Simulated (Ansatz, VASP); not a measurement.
# SnO2 in VASP and in Ansatz

```xyz
6
Lattice="4.8265 0.0000 0.0000 0.0000 4.8284 0.0000 0.0000 0.0000 3.2382" Properties=species:S:1:pos:R:3 pbc="T T T"
Sn    2.4133    2.4142    1.6191
Sn    0.0000    0.0000    0.0000
O     1.4793    1.4807    0.0000
O     3.8926    0.9335    1.6191
O     0.9339    3.8949    1.6191
O     3.3472    3.3477    0.0000
```

Alike in both runs: functional PBE; k mesh 6 × 6 × 8; occupations gaussian, width 0.02 eV; no spin polarisation.

Ansatz relaxed the structure, and its values are those at the end. VASP's run is a single point on that final structure, the one shown.

```csv
,VASP,Ansatz
version,VASP 6.6.1,Ansatz 0.2.0
potentials or method,"VASP PAW PBE potentials, release 64 (Sn_d, O), cutoff 520 eV","scalar-relativistic, plane waves, PAW"
valence electrons in the cell,52,52
```

|  | VASP | Ansatz | Ansatz less VASP |
| --- | --- | --- | --- |
| gap on the k mesh at the Fermi level (eV) | 0.67 | 0.68 | +0.012 |
| least direct gap on the mesh (eV) | 0.67 | 0.68 | +0.012 |
| pressure (GPa) | 0.6 | 0.0 | -0.60 |
| rms of the force components (eV/Å) | 0.008 | 0.000 | -0.0078 |
